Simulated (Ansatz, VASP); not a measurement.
## One calculation of MnS, two programs

```xyz
2
Lattice="0.0000 2.6045 2.6045 2.6045 0.0000 2.6045 2.6045 2.6045 0.0000" Properties=species:S:1:pos:R:3 pbc="T T T"
Mn    0.0000    0.0000    0.0000
S     2.6045    2.6045    2.6045
```

Alike in both runs: functional r2SCAN; k mesh 9 × 9 × 9; occupations methfessel-paxton of order 1, width 0.1 eV; collinear spin; Hubbard terms Mn d U = 6.2 eV.

|  | VASP | Ansatz |
| --- | --- | --- |
| version | VASP 6.6.1 | Ansatz 0.2.0 |
| potentials or method | VASP PAW PBE potentials, release 64 (Mn_pv, S) | Ansatz PAW |
| plane-wave cutoff (eV) | 520 | 500 |
| valence electrons in the cell | 19 | 21 |
| task | single point | electrostatic potential |

```csv
,VASP,Ansatz,Ansatz less VASP
gap on the k mesh at the Fermi level (eV),1.93,1.39,-0.541
least direct gap on the mesh (eV),3.90,3.62,-0.279
pressure (GPa),5.5,9.5,+3.97
net moment per atom (μB),2.50,2.50,0.000
size of the moment on the site where the two differ most (μB),4.71,4.61,-0.094
```

VASP's potentials were made for PBE, not for r2SCAN. Site moments also hang on the region over which each program counts them. The programs project onto different local orbitals, so the same U acts differently, and such runs can settle in different states. VASP's potentials hold 19 valence electrons a cell and Ansatz's 21, so a difference there can come from the potentials and not from the codes.

Noted on Ansatz's run: the magnetic or orbital state may not be the lowest; odd divisions of the mesh miss points on the zone boundary, where band edges often lie, so the gap on the mesh can be too wide.
